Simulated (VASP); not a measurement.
# ZnO in VASP: further runs, part 2 of 2

VASP 6.6.1. Earlier steps stand in the parts before.

### Step 3. Single point, PBE (epitaxial 111 strain +0.5%)

Contents of INCAR:

```
PREC     = Accurate       # precision mode
ENCUT    = 1340           # plane-wave cutoff, eV
EDIFF    = 1E-6           # SCF threshold, eV
ISMEAR   = -1             # smearing method
SIGMA    = 0.02           # smearing width, eV
LREAL    = False          # projectors in reciprocal space
LASPH    = True           # aspherical terms in the spheres
NELM     = 120            # most SCF steps
ALGO     = Normal         # electronic algorithm
ISIF     = 2              # what is computed and relaxed
LWAVE    = False          # write WAVECAR
LCHARG   = False          # write CHGCAR
GGA      = PE             # functional
NBANDS   = 16             # bands
GGA_COMPAT= False
```

Contents of KPOINTS:

```
Automatic mesh
0
Gamma
  10 10 10
```

Contents of POSCAR:

```
ZnO
1.0
   -0.0128026223      2.1316366160      2.1316366160
    2.1316366160     -0.0128026223      2.1316366160
    2.1316366160      2.1316366160     -0.0128026223
Zn O
1 1
Direct
    0.0000000000      0.0000000000      0.0000000000
    0.5000000000      0.5000000000      0.5000000000
```

Potentials or basis: VASP PAW PBE potentials, release 64 (Zn, O_h).

Run with:

```console
$ cat potpaw_PBE.64/Zn/POTCAR potpaw_PBE.64/O_h/POTCAR > POTCAR
$ mpirun -np 1 vasp_std > vasp.out
```

OUTCAR:

```text
PREC = Accurate
   ENCUT = 1340
   EDIFF = 1E-6
   ISMEAR = -1
   LREAL = False
   LASPH = True
   NELM = 120
   ISIF = 2
   GGA = PE

 ion  position               nearest neighbor table
   1  0.000  0.000  0.000-   2 2.14   2 2.14   2 2.14   2 2.14   2 2.14   2 2.14
   2  0.500  0.500  0.500-   1 2.14   1 2.14   1 2.14   1 2.14   1 2.14   1 2.14

  LATTYP: Found a trigonal (rhomboedric) cell.
 ALAT       =     3.0146165979
 COS(alpha) =     0.4939850845

  Lattice vectors:
[... 641 lines left out ...]
 [... further k-points ...]

------------------------ aborting loop because EDIFF is reached ----------------------------------------

  FORCE on cell =-STRESS in cart. coord.  units (eV):
  Direction    XX          YY          ZZ          XY          YZ          ZX
  --------------------------------------------------------------------------------------
  -------------------------------------------------------------------------------------
  Total        0.9424468      0.9424468      0.9424468      0.0595694      0.0595694      0.0595694
  in kB       77.2507863     77.2507863     77.2507863      4.8828037      4.8828037      4.8828037
  external PRESSURE =      77.2507863 kB  Pullay stress =       0.0000000 kB

 VOLUME and BASIS-vectors are now :
 -----------------------------------------------------------------------------
  energy-cutoff  :     1340.00
  volume of cell :       19.55
      direct lattice vectors                 reciprocal lattice vectors
    -0.012802622  2.131636616  2.131636616    -0.232458895  0.233863481  0.233863481
     2.131636616 -0.012802622  2.131636616     0.233863481 -0.232458895  0.233863481
     2.131636616  2.131636616 -0.012802622     0.233863481  0.233863481 -0.232458895

 POSITION                                       TOTAL-FORCE (eV/Angst)
 -----------------------------------------------------------------------------------
      0.00000      0.00000      0.00000         0.000000     -0.000000      0.000000
      2.12524      2.12524      2.12524        -0.000000      0.000000     -0.000000
 -----------------------------------------------------------------------------------
    total drift:                                0.000000      0.000000      0.000000

  FREE ENERGIE OF THE ION-ELECTRON SYSTEM (eV)
  ---------------------------------------------------
  free  energy   TOTEN  =        -8.6179401104 eV

  energy  without entropy=       -8.6179401104  energy(sigma->0) =       -8.61794011
```

Wall time 2.2 min (1 thread of Intel Xeon Platinum 8175M at 2.50GHz (Skylake/Cascade Lake), shared host); peak memory 0.31 GiB.

Results:

```yaml
Free_energy: -8.6179 eV
Pressure: 7.7 GPa
Band_gap_on_the_k_mesh: 0.89 eV (least direct gap 2.22 eV)
```

Stress tensor (GPa, compression positive):
```
7.73 0.49 0.49
0.49 7.73 0.49
0.49 0.49 7.73
```

Caveat: the cell differs from its parent crystal (epitaxial 111 strain +0.5%); the cell stands under pressure; the structure was generated, so it needn't be the stable form of ZnO. A k mesh can miss the band edges.

### Step 4. Single point, PBE (uniaxial x strain -2.0%)

Contents of INCAR:

```
SYSTEM = ZnO
PREC = Accurate
ENCUT = 1340
EDIFF = 1E-6
ISMEAR = -1
SIGMA = 0.02
LREAL = .FALSE.
LASPH = .TRUE.
NELM = 120
ALGO = Normal
ISIF = 2
LWAVE = .FALSE.
LCHARG = .FALSE.
GGA = PE
NBANDS = 16
GGA_COMPAT = .FALSE.
```

Contents of KPOINTS:

```
regular mesh
0
G
  10 10 10
  0 0 0
```

Contents of POSCAR:

```
ZnO
1.0
    0.0000000000      2.1337703864      2.1337703864
    2.0910949787      0.0000000000      2.1337703864
    2.0910949787      2.1337703864      0.0000000000
Zn O
1 1
Direct
    0.0000000000      0.0000000000      0.0000000000
    0.5000000000      0.5000000000      0.5000000000
```

Run with:

```console
$ cat potpaw_PBE.64/Zn/POTCAR potpaw_PBE.64/O_h/POTCAR > POTCAR
$ mpirun -np 1 vasp_std > vasp.out
```

Wall time 67 s (1 thread of Intel Xeon Platinum 8259CL at 2.50GHz (Skylake/Cascade Lake), shared host); peak memory 0.3 GiB.

The run converged. Its results:

- Free energy: -8.5822 eV
- Pressure: 13.5 GPa
- Band gap on the k mesh: 0.96 eV (least direct gap 2.46 eV)

Stress tensor (GPa, compression positive):
```
15.49  0.00  0.00
 0.00 12.46  0.00
 0.00  0.00 12.46
```

Levels at points of the mesh, in eV from the valence-band top:
```
           k point  band 6  band 7  band 8  band 9  band 10  band 11  band 12  band 13
(0.00, 0.00, 0.00)   -4.73   -1.62   -1.51   -1.51     0.96    18.06    18.06    18.16
(0.50, 0.00, 0.00)   -4.51   -3.69   -0.12    0.00     5.41     9.28    12.69    13.13
(0.50, 0.50, 0.00)   -4.39   -4.07   -3.10   -2.90     4.30    10.69    11.36    15.52
(0.00, 0.50, 0.50)   -4.39   -4.02   -3.07   -3.07     4.28    10.98    11.09    15.47
```

Caveat: the cell differs from its parent crystal (uniaxial x strain -2.0%); the cell stands under pressure; the structure was generated, so it needn't be the stable form of ZnO.

### Step 5. Single point, r2SCAN

Contents of POSCAR:

```
ZnO
1.0
    0.0000000000      2.1337703864      2.1337703864
    2.1337703864      0.0000000000      2.1337703864
    2.1337703864      2.1337703864      0.0000000000
Zn O
1 1
Direct
    0.0000000000      0.0000000000      0.0000000000
    0.5000000000      0.5000000000      0.5000000000
```

Contents of INCAR.step1:

```
SYSTEM = ZnO
ALGO     = Normal         ! electronic algorithm
EDIFF    = 1E-5           ! SCF threshold, eV
ENCUT    = 1480           ! plane-wave cutoff, eV
GGA      = PE             ! functional
GGA_COMPAT= .FALSE.      
ISMEAR   = 0              ! smearing method
LASPH    = .TRUE.         ! aspherical terms in the spheres
LCHARG   = .FALSE.        ! write CHGCAR
LREAL    = .FALSE.        ! projectors in reciprocal space
LWAVE    = .TRUE.         ! write WAVECAR
NBANDS   = 16             ! bands
NELM     = 120            ! most SCF steps
PREC     = Accurate       ! precision mode
SIGMA    = 0.01           ! smearing width, eV
```

Contents of INCAR.step2:

```
SYSTEM = ZnO
ALGO     = Normal         ! electronic algorithm
EDIFF    = 1E-6           ! SCF threshold, eV
ENCUT    = 1480           ! plane-wave cutoff, eV
GGA_COMPAT= .FALSE.      
ISIF     = 2              ! what is computed and relaxed
ISMEAR   = 0              ! smearing method
ISTART   = 1            
LASPH    = .TRUE.         ! aspherical terms in the spheres
LCHARG   = .FALSE.        ! write CHGCAR
LMIXTAU  = .TRUE.       
LREAL    = .FALSE.        ! projectors in reciprocal space
LWAVE    = .FALSE.        ! write WAVECAR
METAGGA  = R2SCAN         ! meta-GGA
NBANDS   = 16             ! bands
NELM     = 120            ! most SCF steps
PREC     = Accurate       ! precision mode
SIGMA    = 0.01           ! smearing width, eV
```

Contents of KPOINTS:

```
k-points
0
G
  10 10 10
  0 0 0
```

Run with:

```console
$ cat potpaw_PBE.64/Zn/POTCAR potpaw_PBE.64/O_h/POTCAR > POTCAR
$ cp INCAR.step1 INCAR
$ mpirun -np 1 vasp_std > vasp.out
$ cp INCAR.step2 INCAR
$ mpirun -np 1 vasp_std > vasp.out
```

Run time: 1.9 min. Hardware: 1 thread of Intel Xeon 6975P-C (Granite Rapids), shared host; peak memory 0.3 GiB.

The run converged. Its results:

```
Free energy            : -17.9665 eV
Pressure               : 1.2 GPa
Band gap on the k mesh : 1.55 eV (least direct gap 2.99 eV)
```

Levels at points of the mesh, in eV from the valence-band top:
```
           k point  band 7  band 8  band 9  band 10  band 11  band 12
(0.00, 0.00, 0.00)   -1.44   -1.44   -1.44     1.55    18.85    18.85
(0.50, 0.00, 0.00)   -3.64    0.00    0.00     6.20    10.06    13.80
(0.50, 0.50, 0.00)   -4.09   -2.90   -2.90     5.04    11.70    11.97
```

Caveat: the structure was generated, so it needn't be the stable form of ZnO; the PAW data sets were made with another functional, which shifts forces and pressure a little.

### Step 6. Summary

```csv
level,cell,cutoff (eV),smearing,gap on the mesh (eV),pressure (GPa)
PBE,"a = 3.018 Å, angles 60.0°, 2 atoms",1340,fermi-dirac 0.02 eV,0.92,8.9
PBE,"a = 3.015 Å, angles 60.4°, 2 atoms",1340,fermi-dirac 0.02 eV,0.89,7.7
PBE,"a = 3.018, b = 2.988, c = 2.988 Å, angles 60.7, 59.7, 59.7°, 2 atoms",1340,fermi-dirac 0.02 eV,0.96,13.5
r2SCAN,"a = 3.018 Å, angles 60.0°, 2 atoms",1480,gaussian 0.01 eV,1.55,1.2
```

Alike in all rows: task single point; potentials or basis VASP PAW PBE potentials, release 64 (Zn, O_h); no spin polarisation; k mesh 10 × 10 × 10.

Caveats: the structure was generated, so it needn't be the stable form of ZnO; the cell stands under pressure (at least some runs); the PAW data sets were made with another functional, which shifts forces and pressure a little (at least some runs).

Absolute energies hang on the potentials; compare differences alone.
